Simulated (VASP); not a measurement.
Wanted: the native input for a VASP 6.6.1 run.

```
Task                   : single point
Functional             : r2SCAN
Potentials or basis    : VASP PAW PBE potentials, release 64 (W_sv, S)
Cutoff                 : 520 eV
k mesh                 : 10 × 10 × 10
Occupations            : fermi-dirac, width 0.05 eV
Spin                   : no spin polarisation
Dipole correction      : no
Further INCAR settings : ALGO = Normal; EDIFF = 1e-07; NBANDS = 20
```

Crystal: WS2 (Tungstenite).

```xyz
3
Lattice="1.5468 0.8930 6.0375 -1.5468 0.8930 6.0375 0.0000 -1.7861 6.0375" Properties=species:S:1:pos:R:3 pbc="T T T"
W     0.0000    0.0000    0.0000
S     0.0000    0.0000   10.5234
S     0.0000    0.0000   13.5898
```

The input as run:

POSCAR

```
WS2
1.0
    1.5467664657      0.8930260354      6.0375157167
   -1.5467664657      0.8930260354      6.0375157167
    0.0000000000     -1.7860520706      6.0375157167
W S
1 2
Direct
    0.0000000000      0.0000000000      0.0000000000
    0.5810000000      0.5810000000      0.5810000000
    0.7503000000      0.7503000000      0.7503000000
```

INCAR.step1

```
SYSTEM = WS2
  PREC = Accurate
  ENCUT = 520
  ISMEAR = -1
  SIGMA = 0.05
  LREAL = .False.
  LASPH = .True.
  NELM = 60
  NBANDS = 20
  GGA = PE
  ALGO = Normal
  EDIFF = 1E-4
  LWAVE = .True.
  LCHARG = .False.
```

INCAR.step2

```
SYSTEM = WS2
  PREC = Accurate
  ENCUT = 520
  EDIFF = 1E-7
  ISMEAR = -1
  SIGMA = 0.05
  LREAL = .False.
  LASPH = .True.
  NELM = 60
  ALGO = Normal
  ISIF = 2
  LWAVE = .False.
  LCHARG = .False.
  METAGGA = R2SCAN
  LMIXTAU = .True.
  NBANDS = 20
  ISTART = 1
```

KPOINTS

```
Automatic mesh
0
Gamma
  10 10 10
  0 0 0
```

Potentials or basis: VASP PAW PBE potentials, release 64 (W_sv, S).

The run is started by

```bash
$ cat potpaw_PBE.64/W_sv/POTCAR potpaw_PBE.64/S/POTCAR > POTCAR
$ cp INCAR.step1 INCAR
$ mpirun -np 1 vasp_std > vasp.out
$ cp INCAR.step2 INCAR
$ mpirun -np 1 vasp_std > vasp.out
```

It gave:

```yaml
Pressure: 15.4 GPa
Largest_force: 1.539 eV/Å
Band_gap_on_the_k_mesh: 1.12 eV, indirect (least direct gap 2.54 eV)
```

Caveat: the PAW data sets were made with another functional, which shifts forces and pressure a little; spin-orbit coupling is left out, which moves the levels of the heavy elements.

Run time: 9.9 min on 1 thread of Intel(R) Xeon(R) 6975P-C (Granite Rapids), on a shared host, peak memory 0.43 GiB.
